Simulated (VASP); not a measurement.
Here is a VASP 6.6.1 calculation.

The input INCAR:

```
SYSTEM = C
PREC = Accurate
ENCUT = 520
EDIFF = 1E-6
ISMEAR = 0
SIGMA = 0.05
LREAL = .FALSE.
LASPH = .TRUE.
NELM = 80
ALGO = Normal
ISIF = 2
LWAVE = .FALSE.
LCHARG = .TRUE.
GGA = PS
LELF = .TRUE.
LVHAR = .TRUE.
NBANDS = 11
```

Contents of KPOINTS:

```
regular mesh
0
G
  12 12 12
  0 0 0
```

The input POSCAR:

```
C
1.0
    0.0000000000      1.8547360000      1.7120640000
    1.8547360000      0.0000000000      1.7120640000
    1.8547360000      1.8547360000      0.0000000000
C
2
Direct
    0.5000000000      0.5000000000      0.5000000000
    0.7500000000      0.7500000000      0.7500000000
```

Potentials or basis: VASP PAW PBE potentials, release 64 (C).

Command:

```bash
$ cat potpaw_PBE.64/C/POTCAR > POTCAR
$ mpirun -np 1 vasp_std > vasp.out
```

Question: Predict the band gap on the k mesh.

Answer: 2.04 eV (least direct gap 4.14 eV).

Question: Predict the pressure.

Answer: -19.0 GPa.

Stress tensor (GPa, compression positive):
```
-40.54   0.00   0.00
  0.00 -40.54   0.00
  0.00   0.00  24.16
```

Caveat: the cell differs from its parent crystal (strain +0.040 along x and y, -0.040 along z); the cell stands under tension; the PAW data sets were made with another functional, which shifts forces and pressure a little. A k mesh can miss the band edges.
